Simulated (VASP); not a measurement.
# BaCa3F8 (Cmmm) in VASP: single point with PBE

Aim: the single point of BaCa3F8 with PBE.

All numbers are computed with VASP 6.6.1; they aren't measurements. Logs are shortened: lines on timing, memory, paths and dates and some standing lists are left out, and cuts for length are marked.

## (1) The cell of the first run

The structure is orthorhombic, space group Cmmm (No. 65). Conventional cell: a = 7.956 Å, b = 11.379 Å, c = 3.961 Å, α = 90.00°, β = 90.00°, γ = 90.00°. Ca (site symmetry 2/m) has 8 F at 2.32 to 2.48 Å within 3.1 Å. Ca (site symmetry mmm) has 8 F at 2.39 to 2.40 Å within 3.2 Å. Within 3.2 Å of F (site symmetry m) lie 3 Ca at 2.39 to 2.40 Å and 1 Ba at 2.60 Å and 6 F at 2.71 to 3.00 Å. Within 3.1 Å of F (site symmetry m2m) lie 2 Ca at 2.32 Å and 2 Ba at 2.58 Å and 5 F at 2.68 to 2.91 Å. F (site symmetry m2m) has 4 Ca at 2.40 to 2.48 Å and 6 F at 2.68 to 2.73 Å within 3.2 Å. Ba (site symmetry mmm) has 8 F at 2.58 to 2.60 Å within 3.4 Å.

## (2) Single point, PBE

File INCAR:

```
  PREC = Accurate
  ENCUT = 520
  EDIFF = 1E-7
  ISMEAR = -1
  SIGMA = 0.02
  LREAL = False
  LASPH = True
  NELM = 100
  ALGO = Normal
  ISIF = 2
  LWAVE = False
  LCHARG = True
  GGA = PE
  LELF = True
  LVHAR = True
  NBANDS = 60
```

File KPOINTS:

```
Automatic mesh
0
Gamma
  4 4 6
```

File POSCAR:

```
BaCa3F8
1.0
    3.9782349726     -5.6895120520      0.0000000000
    3.9782349726      5.6895120520      0.0000000000
    0.0000000000      0.0000000000      3.9608481620
Ca F Ba
3 8 1
Direct
    0.0000000000      0.5000000000      0.0000000000
    0.5000000000      0.5000000000      0.5000000000
    0.5000000000      0.0000000000      0.0000000000
    0.3983631757      0.1350302725      0.5000000000
    0.1350302725      0.3983631757      0.5000000000
    0.8549161008      0.1450838992      0.0000000000
    0.6197873164      0.3802126836      0.0000000000
    0.3802126836      0.6197873164      0.0000000000
    0.1450838992      0.8549161008      0.0000000000
    0.8649697275      0.6016368243      0.5000000000
    0.6016368243      0.8649697275      0.5000000000
    0.0000000000      0.0000000000      0.5000000000
```

Potentials or basis: VASP PAW PBE potentials, release 64 (Ca_sv, F, Ba_sv).

The run is started by

```sh
> cat potpaw_PBE.64/Ca_sv/POTCAR potpaw_PBE.64/F/POTCAR potpaw_PBE.64/Ba_sv/POTCAR > POTCAR
> mpirun -np 1 vasp_std > vasp.out
```

OUTCAR:

```text
PREC = Accurate
   ENCUT = 520
   EDIFF = 1E-7
   ISMEAR = -1
   LREAL = False
   LASPH = True
   NELM = 100
   ISIF = 2
   GGA = PE

 ion  position               nearest neighbor table
   1  0.000  0.500  0.000-   6 2.32   9 2.32   5 2.40  10 2.40   5 2.40  10 2.40   7 2.48   8 2.48

   2  0.500  0.500  0.500-   4 2.39   5 2.39  10 2.39  11 2.39   7 2.40   8 2.40   7 2.40   8 2.40

   3  0.500  0.000  0.000-   6 2.32   9 2.32   4 2.40  11 2.40   4 2.40  11 2.40   7 2.48   8 2.48

   4  0.398  0.135  0.500-   2 2.39   3 2.40   3 2.40  12 2.60
   5  0.135  0.398  0.500-   2 2.39   1 2.40   1 2.40  12 2.60
   6  0.855  0.145  0.000-   1 2.32   3 2.32  12 2.58  12 2.58
   7  0.620  0.380  0.000-   2 2.40   2 2.40   3 2.48   1 2.48
   8  0.380  0.620  0.000-   2 2.40   2 2.40   3 2.48   1 2.48
   9  0.145  0.855  0.000-   1 2.32   3 2.32  12 2.58  12 2.58
  10  0.865  0.602  0.500-   2 2.39   1 2.40   1 2.40  12 2.60
  11  0.602  0.865  0.500-   2 2.39   3 2.40   3 2.40  12 2.60
  12  0.000  0.000  0.500-   6 2.58   9 2.58   6 2.58   9 2.58  10 2.60  11 2.60   4 2.60   5 2.60

  LATTYP: Found a base centered orthorhombic cell.
 ALAT       =     7.9564699452
 B/A-ratio  =     1.4301598802
 C/A-ratio  =     0.4978147582

  Lattice vectors:

 A1 = (   3.9782349726,  -5.6895120520,   0.0000000000)
 A2 = (   3.9782349726,   5.6895120520,   0.0000000000)
 A3 = (   0.0000000000,   0.0000000000,   3.9608481620)

Analysis of symmetry for initial positions (statically):
=====================================================================
 Subroutine PRICEL returns:
 Original cell was already a primitive cell.

 Routine SETGRP: Setting up the symmetry group for a
 base centered orthorhombic supercell.

 Subroutine GETGRP returns: Found  8 space group operations
 (whereof  8 operations were pure point group operations)
 out of a pool of  8 trial point group operations.

The static configuration has the point symmetry D_2h.

Analysis of symmetry for dynamics (positions and initial velocities):
=====================================================================
 Subroutine PRICEL returns:
 Original cell was already a primitive cell.

 Routine SETGRP: Setting up the symmetry group for a
 base centered orthorhombic supercell.

 Subroutine GETGRP returns: Found  8 space group operations
 (whereof  8 operations were pure point group operations)
 out of a pool of  8 trial point group operations.

The dynamic configuration has the point symmetry D_2h.

 Subroutine INISYM returns: Found  8 space group operations
 (whereof  8 operations are pure point group operations),
 and found     1 'primitive' translations

----------------------------------------------------------------------------------------

                                     Primitive cell

  volume of cell :     179.3014

  direct lattice vectors                    reciprocal lattice vectors
     3.978234973 -5.689512052  0.000000000     0.125683878 -0.087880998  0.000000000
     3.978234973  5.689512052  0.000000000     0.125683878  0.087880998  0.000000000
     0.000000000  0.000000000  3.960848162     0.000000000  0.000000000  0.252471178

  length of vectors
     6.942398785  6.942398785  3.960848162     0.153360709  0.153360709  0.252471178

  position of ions in fractional coordinates (direct lattice)
     0.000000000  0.500000000  0.000000000
     0.500000000  0.500000000  0.500000000
     0.500000000  0.000000000  0.000000000
     0.398363176  0.135030273  0.500000000
     0.135030273  0.398363176  0.500000000
     0.854916101  0.145083899  0.000000000
     0.619787316  0.380212684  0.000000000
     0.380212684  0.619787316  0.000000000
     0.145083899  0.854916101  0.000000000
     0.864969727  0.601636824  0.500000000
     0.601636824  0.864969727  0.500000000
     0.000000000  0.000000000  0.500000000

  ion indices of the primitive-cell ions
   primitive index   ion index
                 1           1
                 2           2
                 3           3
                 4           4
                 5           5
                 6           6
                 7           7
                 8           8
                 9           9
                10          10
                11          11
                12          12

----------------------------------------------------------------------------------------

 KPOINTS: Automatic mesh

Automatic generation of k-mesh.
 Grid dimensions read from file:
 generate k-points for:    4    4    6

 Generating k-lattice:

  Cartesian coordinates                     Fractional coordinates (reciprocal lattice)
     0.031420970 -0.021970250  0.000000000     0.250000000  0.000000000  0.000000000
     0.031420970  0.021970250  0.000000000     0.000000000  0.250000000  0.000000000
     0.000000000  0.000000000  0.042078530     0.000000000  0.000000000  0.166666667

  Length of vectors
     0.038340177  0.038340177  0.042078530

  Shift w.r.t. Gamma in fractional coordinates (k-lattice)
     0.000000000  0.000000000  0.000000000

 Subroutine IBZKPT returns following result:
 ===========================================

 Found     28 irreducible k-points:

 Following reciprocal coordinates:
            Coordinates               Weight
  0.000000  0.000000  0.000000      1.000000
  0.250000  0.000000  0.000000      4.000000
  0.500000  0.000000  0.000000      2.000000
  0.250000  0.250000  0.000000      2.000000
  0.500000  0.250000  0.000000      4.000000
 -0.250000  0.250000  0.000000      2.000000
[... 16 lines left out ...]
  0.250000  0.000000  0.500000      4.000000
  0.500000  0.000000  0.500000      2.000000
 [... further k-points ...]
   k-points           NKPTS =     28   k-points in BZ     NKDIM =     28   number of bands    NBANDS=     60
   number of dos      NEDOS =    301   number of ions     NIONS =     12
   total plane-waves  NPLWV =  87480
   dimension x,y,z NGX =    54 NGY =   54 NGZ =   30
   dimension x,y,z NGXF=   108 NGYF=  108 NGZF=   60
   ions per type =               3   8   1
   NGX,Y,Z   is equivalent  to a cutoff of  12.93, 12.93, 12.59 a.u.
   NGXF,Y,Z  is equivalent  to a cutoff of  25.86, 25.86, 25.18 a.u.
 SYSTEM =  unknown system
   PREC   = accura    normal or accurate (medium, high low for compatibility)
   ISTART =      0    job   : 0-new  1-cont  2-samecut
   ICHARG =      2    charge: 1-file 2-atom 10-const
   ISPIN  =      1    spin polarized calculation?
   LNONCOLLINEAR =      F non collinear calculations
   LSORBIT =      F    spin-orbit coupling
   LASPH  =      T    aspherical Exc in radial PAW
   ENCUT  =  520.0 eV  38.22 Ry    6.18 a.u.  12.91 12.91  7.36*2*pi/ulx,y,z
   NELM   =    100;   NELMIN=  2; NELMDL= -5     # of ELM steps
   EDIFF  = 0.1E-06   stopping-criterion for ELM
   LREAL  =      F    real-space projection
   EDIFFG = 0.1E-05   stopping-criterion for IOM
   NSW    =      0    number of steps for IOM
   IBRION =     -1    ionic relax: 0-MD 1-quasi-New 2-CG
   NFREE  =      0    steps in history (QN), initial steepest desc. (CG)
   ISIF   =      2    stress and relaxation
   ISYM   =      2    0-nonsym 1-usesym 2-fastsym
   POTIM  = 0.5000    time-step for ionic-motion
   TEBEG  =    0.0;   TEEND  =   0.0 temperature during run
   PSTRESS=    0.0 pullay stress
   NELECT =      96.0000    total number of electrons
   NUPDOWN=      -1.0000    fix difference up-down
   EMIN   =  10.00;   EMAX   =-10.00  energy-range for DOS
   EFERMI =   0.00;   METHOD = LEGACY
   ISMEAR =    -1;   SIGMA  =   0.02  broadening in eV -4-tet -1-fermi 0-gaus
   EFERMI_NEDOS =   21; number of points for ismear=-14 and -15
   IALGO  =     38    algorithm
   IMIX   =      4    mixing-type and parameters
     AMIX     =   0.40;   BMIX     =  1.00
     AMIX_MAG =   1.60;   BMIX_MAG =  1.00
  volume/ion in A,a.u.               =      14.94       100.83
  Fermi-wavevector in a.u.,A,eV,Ry     =   1.329344  2.512096 24.043608  1.767155
  Thomas-Fermi vector in A             =   2.458513
   LORBIT       =      0    0 simple, 1 ext, 2 COOP (PROOUT), +10 PAW based schemes
   GGA     = PE    functional components
   LHFCALC =     F    Hartree Fock is set to
   AEXX    =    0.0000 exact exchange contribution
   IVDW    =     0    specifies the selected vdW correction
   LEPSILON=     F    determine dielectric tensor
   LRPA    =     F    only Hartree local field effects (RPA)
 non-spin polarized calculation
  energy-cutoff  :      520.00
  volume of cell :      179.30
 maximum number of plane-waves:      4856
 NGX is ok and might be reduce to    54
   NGX = 25   NGY = 25   NGZ = 15

 number of electron      95.9999952 magnetization

 Free energy of the ion-electron system (eV)
  ---------------------------------------------------
  ext. energy  EPLUGINS =         0.00000000
  ---------------------------------------------------
  free energy    TOTEN  =       -68.49420538 eV

  energy without entropy =      -68.49420538  energy(sigma->0) =      -68.49420538

 E-fermi :  -0.5223     XC(G=0):  -9.4129

 val. band max:       -0.9402082072   @ k =   0.0000   0.0000   0.0000
 cond. band min:       5.6288697253   @ k =   0.0000   0.0000   0.0000
 fundamental gap:      6.5690779325
 Fermi energy:        -0.5223412519

 k-point     1 :       0.0000    0.0000    0.0000
  band No.  band energies     occupation
      1     -37.4130      2.00000
      2     -37.4043      2.00000
      3     -37.1137      2.00000
      4     -24.2979      2.00000
      5     -21.5887      2.00000
      6     -21.0264      2.00000
[... 52 lines left out ...]
     59       8.6085      0.00000
     60       8.8940      0.00000

 k-point     2 :       0.2500    0.0000    0.0000
  band No.  band energies     occupation
      1     -37.4116      2.00000
      2     -37.4055      2.00000
      3     -37.1137      2.00000
      4     -24.3010      2.00000
      5     -21.5324      2.00000
      6     -21.0983      2.00000
[... 1375 lines left out ...]
     59       8.7712      0.00000
     60       8.8441      0.00000

 k-point    24 :       0.5000    0.0000    0.5000
  band No.  band energies     occupation
      1     -37.4004      2.00000
      2     -37.4004      2.00000
      3     -37.1063      2.00000
      4     -24.0943      2.00000
      5     -21.4515      2.00000
      6     -21.3733      2.00000
[... 52 lines left out ...]
     59       8.6703      0.00000
     60       8.8408      0.00000

 [... further k-points ...]
[... 5 lines left out ...]
  --------------------------------------------------------------------------------------
  -------------------------------------------------------------------------------------
  Total        3.7721882      3.7326151      3.7493439      0.0000000      0.0000000      0.0000000
  in kB       33.7070146     33.3534029     33.5028857      0.0000000      0.0000000      0.0000000
  external PRESSURE =      33.5211011 kB  Pullay stress =       0.0000000 kB

 VOLUME and BASIS-vectors are now :
 -----------------------------------------------------------------------------
  energy-cutoff  :      520.00
  volume of cell :      179.30
      direct lattice vectors                 reciprocal lattice vectors
     3.978234973 -5.689512052  0.000000000     0.125683878 -0.087880998  0.000000000
     3.978234973  5.689512052  0.000000000     0.125683878  0.087880998  0.000000000
     0.000000000  0.000000000  3.960848162     0.000000000  0.000000000  0.252471178

 POSITION                                       TOTAL-FORCE (eV/Angst)
 -----------------------------------------------------------------------------------
      1.98912      2.84476      0.00000         0.000000     -0.000000     -0.000000
      3.97823      0.00000      1.98042        -0.000000     -0.000000     -0.000000
      1.98912     -2.84476      0.00000         0.000000     -0.000000     -0.000000
      2.12196     -1.49824      1.98042         0.021821     -0.007060     -0.000000
      2.12196      1.49824      1.98042         0.021821      0.007060     -0.000000
      3.97823     -4.03860      0.00000         0.000000      0.007382     -0.000000
      3.97823     -1.36306      0.00000         0.000000      0.002548     -0.000000
      3.97823      1.36306      0.00000         0.000000     -0.002548      0.000000
      3.97823      4.03860      0.00000         0.000000     -0.007382     -0.000000
      5.83451     -1.49824      1.98042        -0.021821     -0.007060      0.000000
      5.83451      1.49824      1.98042        -0.021821      0.007060      0.000000
      0.00000      0.00000      1.98042         0.000000     -0.000000     -0.000000
 -----------------------------------------------------------------------------------
    total drift:                                0.000000     -0.000000      0.000000

  FREE ENERGIE OF THE ION-ELECTRON SYSTEM (eV)
  ---------------------------------------------------
  free  energy   TOTEN  =       -68.4942053811 eV

  energy  without entropy=      -68.4942053811  energy(sigma->0) =      -68.49420538
```

It took 7.7 min on 1 thread of Intel Xeon Platinum 8259CL at 2.50GHz (Skylake/Cascade Lake), shared host; peak memory 0.43 GiB.

Results:

- Free energy: -68.4942 eV
- Pressure: 3.4 GPa
- Largest force: 0.023 eV/Å
- Band gap on the k mesh: 6.57 eV

Forces in eV/Å, atoms in the order of the input:
```
Ca   0.000  0.000  0.000
Ca   0.000  0.000  0.000
Ca   0.000  0.000  0.000
F    0.022 -0.007  0.000
F    0.022  0.007  0.000
F    0.000  0.007  0.000
F    0.000  0.003  0.000
F    0.000 -0.003  0.000
F    0.000 -0.007  0.000
F   -0.022 -0.007  0.000
F   -0.022  0.007  0.000
Ba   0.000  0.000  0.000
```

Caveat: the cell stands under pressure; spin-orbit coupling is left out, which moves the levels of the heavy elements.
